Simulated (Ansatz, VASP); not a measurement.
Cr: VASP beside Ansatz

```
Cr
1.0
     4.15150    0.00000    0.00000
    -2.07575    3.59531    0.00000
     0.00000    0.00000    2.23004
Cr
3
Direct
  0.00000 0.00000 0.00000
  0.33333 0.66667 0.50000
  0.66667 0.33333 0.50000
```

Alike in both runs: functional LDA; k mesh 9 × 9 × 13; occupations fermi-dirac, width 0.1 eV; no spin polarisation.

Ansatz relaxed the structure, and its values are those at the end. VASP's run is a single point on that final structure, the one shown.

|  | VASP | Ansatz |
| --- | --- | --- |
| version | VASP 6.6.1 | Ansatz 0.2.0 |
| potentials or method | VASP PAW LDA potentials, release 64 (Cr_pv), cutoff 520 eV | plane waves (420 eV) with PAW, scalar-relativistic |
| valence electrons in the cell | 36 | 42 |

Ansatz gave:

```
pressure (GPa) : 0.0
```

Problem. Estimate VASP's values.

Solution. Pressure (GPa): 0.3.

Ansatz warns that its potentials were made for another functional, while VASP's fit it. LDA's correlation is that of Perdew and Zunger in VASP and of Perdew and Wang (1992) in Ansatz. VASP's potentials hold 36 valence electrons a cell and Ansatz's 42, so a difference there can come from the potentials and not from the codes.
